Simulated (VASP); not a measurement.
Input of a VASP 6.6.1 run:

Contents of INCAR:

```
SYSTEM = WSe4
PREC = Accurate
ENCUT = 520
EDIFF = 1E-6
ISMEAR = 0
SIGMA = 0.1
LREAL = .FALSE.
LASPH = .TRUE.
NELM = 100
ALGO = Normal
ISIF = 2
LWAVE = .FALSE.
LCHARG = .FALSE.
GGA = PE
NBANDS = 27
```

The input KPOINTS:

```
Automatic mesh
0
G
  4 4 4
  0 0 0
```

Contents of POSCAR:

```
WSe4
1.0
    5.2206496800      0.0000000000      0.0000000000
    0.0000000000      5.2206496800      0.0000000000
    0.0000000000      0.0000000000      5.2206496800
W Se
1 4
Direct
    0.0000000000      0.0000000000      0.0000000000
    0.2500000000      0.2500000000      0.2500000000
    0.7500000000      0.7500000000      0.2500000000
    0.2500000000      0.7500000000      0.7500000000
    0.7500000000      0.2500000000      0.7500000000
```

Potentials or basis: VASP PAW PBE potentials, release 64 (W_sv, Se).

Launch:

```bash
$ cat potpaw_PBE.64/W_sv/POTCAR potpaw_PBE.64/Se/POTCAR > POTCAR
$ mpirun -np 1 vasp_std > vasp.out
```

Q: Estimate the band gap on the k mesh.

A: Zero (band 19 reaches 2.42 eV, above the bottom of band 20 at 1.60 eV).

Q: What does it give for the pressure?

A: 6.1 GPa.

Caveat: spin-orbit coupling is left out, which moves the levels of the heavy elements.
